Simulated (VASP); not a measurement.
# Li (Fm-3m) in VASP: further runs, part 2 of 2

VASP 6.6.1. Earlier steps stand in the parts before.

### 6 Single point, PBE (22.59 Å³/atom)

This run uses another cell than the first one, of 22.59 Å³/atom.

Input file INCAR:

```
PREC     = Accurate       # precision mode
ENCUT    = 520            # plane-wave cutoff, eV
EDIFF    = 1E-6           # SCF threshold, eV
ISMEAR   = -1             # smearing method
SIGMA    = 0.1            # smearing width, eV
LREAL    = False          # projectors in reciprocal space
LASPH    = True           # aspherical terms in the spheres
NELM     = 60             # most SCF steps
ALGO     = Normal         # electronic algorithm
ISIF     = 2              # what is computed and relaxed
LWAVE    = False          # write WAVECAR
LCHARG   = False          # write CHGCAR
GGA      = PE             # functional
NBANDS   = 8              # bands
```

Input file KPOINTS:

```
regular mesh
0
Gamma
  21 21 21
```

Input file POSCAR:

```
Li
1.0
    0.0000000000      2.2435824646      2.2435824646
    2.2435824646      0.0000000000      2.2435824646
    2.2435824646      2.2435824646      0.0000000000
Li
1
Direct
    0.0000000000      0.0000000000      0.0000000000
```

Potentials or basis: VASP PAW PBE potentials, release 64 (Li_sv).

Run with:

```
> cat potpaw_PBE.64/Li_sv/POTCAR > POTCAR
> mpirun -np 1 vasp_std > vasp.out
```

OUTCAR:

```text
PREC = Accurate
   ENCUT = 520
   EDIFF = 1E-6
   ISMEAR = -1
   LREAL = False
   LASPH = True
   NELM = 60
   ISIF = 2
   GGA = PE

 ion  position               nearest neighbor table
   1  0.000  0.000  0.000-

  LATTYP: Found a face centered cubic cell.
 ALAT       =     4.4871649292

  Lattice vectors:

 A1 = (   0.0000000000,   2.2435824646,   2.2435824646)
 A2 = (   2.2435824646,   0.0000000000,   2.2435824646)
 A3 = (   2.2435824646,   2.2435824646,   0.0000000000)

Analysis of symmetry for initial positions (statically):
=====================================================================
 Subroutine PRICEL returns:
 Original cell was already a primitive cell.

 Routine SETGRP: Setting up the symmetry group for a
 face centered cubic supercell.

 Subroutine GETGRP returns: Found 48 space group operations
 (whereof 48 operations were pure point group operations)
 out of a pool of 48 trial point group operations.

The static configuration has the point symmetry O_h .

Analysis of symmetry for dynamics (positions and initial velocities):
=====================================================================
 Subroutine PRICEL returns:
 Original cell was already a primitive cell.

 Routine SETGRP: Setting up the symmetry group for a
 face centered cubic supercell.

 Subroutine GETGRP returns: Found 48 space group operations
 (whereof 48 operations were pure point group operations)
 out of a pool of 48 trial point group operations.

The dynamic configuration has the point symmetry O_h .

 Subroutine INISYM returns: Found 48 space group operations
 (whereof 48 operations are pure point group operations),
 and found     1 'primitive' translations

----------------------------------------------------------------------------------------

                                     Primitive cell
[... 102 lines left out ...]
   EMIN   =  10.00;   EMAX   =-10.00  energy-range for DOS
   EFERMI =   0.00;   METHOD = LEGACY
   ISMEAR =    -1;   SIGMA  =   0.10  broadening in eV -4-tet -1-fermi 0-gaus
   EFERMI_NEDOS =   21; number of points for ismear=-14 and -15
   IALGO  =     38    algorithm
   IMIX   =      4    mixing-type and parameters
     AMIX     =   0.40;   BMIX     =  1.00
     AMIX_MAG =   1.60;   BMIX_MAG =  1.00
  volume/ion in A,a.u.               =      22.59       152.42
  Fermi-wavevector in a.u.,A,eV,Ry     =   0.835276  1.578442  9.492589  0.697686
  Thomas-Fermi vector in A             =   1.948807
   LORBIT       =      0    0 simple, 1 ext, 2 COOP (PROOUT), +10 PAW based schemes
   GGA     = PE    functional components
   LHFCALC =     F    Hartree Fock is set to
   AEXX    =    0.0000 exact exchange contribution
   IVDW    =     0    specifies the selected vdW correction
   LEPSILON=     F    determine dielectric tensor
   LRPA    =     F    only Hartree local field effects (RPA)
 non-spin polarized calculation
  energy-cutoff  :      520.00
  volume of cell :       22.59
 maximum number of plane-waves:       620
   NGX = 11   NGY = 11   NGZ = 11

 number of electron       3.0000009 magnetization

 Free energy of the ion-electron system (eV)
  ---------------------------------------------------
  ext. energy  EPLUGINS =         0.00000000
  ---------------------------------------------------
  free energy    TOTEN  =        -1.90504603 eV

  energy without entropy =       -1.88833495  energy(sigma->0) =       -1.89669049

 E-fermi :   0.3260     XC(G=0):  -6.7862

 val. band max:        0.3104018967   @ k =  -0.1905   0.3333   0.1429
 cond. band min:       0.3288044001   @ k =   0.4762   0.1905   0.0000
 fundamental gap:      0.0184025035
 Fermi energy:         0.3259760529

 k-point     1 :       0.0000    0.0000    0.0000
  band No.  band energies     occupation
      1     -46.3810      2.00000
      2      -3.0804      2.00000
      3      13.6242      0.00000
      4      13.6243      0.00000
      5      13.6243      0.00000
      6      17.3511      0.00000
      7      17.3511      0.00000
      8      17.3511      0.00000
[... 243 lines left out ...]
 k-point    24 :      -0.3810    0.0476    0.0000
  band No.  band energies     occupation
      1     -46.3705      2.00000
      2      -0.4326      1.99898
      3       4.2009      0.00000
      4      11.5578      0.00000
      5      12.2574      0.00000
      6      15.4919      0.00000
      7      16.1131      0.00000
      8      17.8876      0.00000

 [... further k-points ...]
[... 5 lines left out ...]
  --------------------------------------------------------------------------------------
  -------------------------------------------------------------------------------------
  Total       -0.1867217     -0.1867217     -0.1867217      0.0000000     -0.0000000      0.0000000
  in kB      -13.2449157    -13.2449157    -13.2449157      0.0000000     -0.0000000      0.0000000
  external PRESSURE =     -13.2449157 kB  Pullay stress =       0.0000000 kB

 VOLUME and BASIS-vectors are now :
 -----------------------------------------------------------------------------
  energy-cutoff  :      520.00
  volume of cell :       22.59
      direct lattice vectors                 reciprocal lattice vectors
     0.000000000  2.243582465  2.243582465    -0.222857866  0.222857866  0.222857866
     2.243582465  0.000000000  2.243582465     0.222857866 -0.222857866  0.222857866
     2.243582465  2.243582465  0.000000000     0.222857866  0.222857866 -0.222857866

 POSITION                                       TOTAL-FORCE (eV/Angst)
 -----------------------------------------------------------------------------------
      0.00000      0.00000      0.00000        -0.000000     -0.000000      0.000000
 -----------------------------------------------------------------------------------
    total drift:                               -0.000000      0.000000     -0.000000

  FREE ENERGIE OF THE ION-ELECTRON SYSTEM (eV)
  ---------------------------------------------------
  free  energy   TOTEN  =        -1.9050460337 eV

  energy  without entropy=       -1.8883349490  energy(sigma->0) =       -1.89669049
```

OSZICAR:

```text
N       E                     dE             d eps       ncg     rms          rms(c)
DAV:   1    -0.140914716783E+00   -0.14091E+00   -0.70735E+02  4584   0.258E+02
DAV:   2    -0.188365993157E+01   -0.17427E+01   -0.16806E+01  6648   0.338E+01
DAV:   3    -0.190659494268E+01   -0.22935E-01   -0.22915E-01  5312   0.308E+00
DAV:   4    -0.190688435211E+01   -0.28941E-03   -0.28941E-03  7320   0.303E-01
DAV:   5    -0.190688485735E+01   -0.50524E-06   -0.50523E-06  5432   0.103E-02    0.288E-01
DAV:   6    -0.190564965575E+01    0.12352E-02   -0.26924E-04  7560   0.751E-02    0.163E-01
DAV:   7    -0.190504760829E+01    0.60205E-03   -0.62916E-04  7696   0.106E-01    0.264E-02
DAV:   8    -0.190504858506E+01   -0.97677E-06   -0.12611E-05  5352   0.210E-02    0.200E-03
DAV:   9    -0.190504691298E+01    0.16721E-05   -0.39389E-07  4416   0.558E-03    0.499E-04
DAV:  10    -0.190504603371E+01    0.87927E-06   -0.60007E-08  2848   0.206E-03
   1 F= -.19050460E+01 E0= -.18966905E+01  d E =-.167111E-01
```

It took 32 s on 1 thread of Intel Xeon 8259CL, shared host; peak memory 0.16 GiB.

Results:

* Free energy: -1.9050 eV
* Band gap on the k mesh: zero (an odd number of electrons rules out a gap without spin polarisation)

Caveat: the cutoff is under 1.25 times the usual one of these potentials, so pressure, stress and relaxed cells hold a basis-set (Pulay) error.

### 7 Summary

```csv
cell,gap on the mesh (eV)
"a = 3.055 Å, angles 60.0°, 1 atom",none
"a = 3.095 Å, angles 60.0°, 1 atom",none
"a = 3.135 Å, angles 60.0°, 1 atom",none
"a = 3.173 Å, angles 60.0°, 1 atom",none
```

Alike in all rows: task single point; level PBE; potentials or basis VASP PAW PBE potentials, release 64 (Li_sv); no spin polarisation; k mesh 21 × 21 × 21; cutoff (eV) 520; smearing fermi-dirac 0.1 eV.

Caveats: the cutoff is under 1.25 times the usual one of these potentials, so pressure, stress and relaxed cells hold a basis-set (Pulay) error.

Absolute energies hang on the potentials; compare differences alone.
